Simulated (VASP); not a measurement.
Input of a VASP 6.6.1 run:

File INCAR:

```
PREC = Accurate
ENCUT = 520
EDIFF = 1E-6
ISMEAR = 0
SIGMA = 0.01
LREAL = F
LASPH = T
NELM = 100
ALGO = Normal
ISIF = 2
LWAVE = F
LCHARG = F
GGA = PS
NBANDS = 16
```

Contents of KPOINTS:

```
Automatic mesh
0
Gamma
  6 6 6
```

Contents of POSCAR:

```
CdTe
1.0
    0.0000000000      3.1984000893      3.1984000893
    3.1984000893      0.0000000000      3.1984000893
    3.1984000893      3.1984000893      0.0000000000
Cd Te
1 1
Direct
    0.0000000000      0.0000000000      0.0000000000
    0.7500000000      0.7500000000      0.7500000000
```

Potentials or basis: VASP PAW PBE potentials, release 64 (Cd, Te).

Command:

```bash
$ cat potpaw_PBE.64/Cd/POTCAR potpaw_PBE.64/Te/POTCAR > POTCAR
$ mpirun -np 1 vasp_std > vasp.out
```

Task: Estimate the band gap on the k mesh.

Result: 0.78 eV, direct.

Task: Estimate the pressure.

Result: 2.2 GPa.

Caveat: the PAW data sets were made with another functional, which shifts forces and pressure a little; spin-orbit coupling is left out, which moves the levels of the heavy elements. Expect the measured gap to be larger: semilocal functionals such as PBEsol lack the derivative discontinuity.
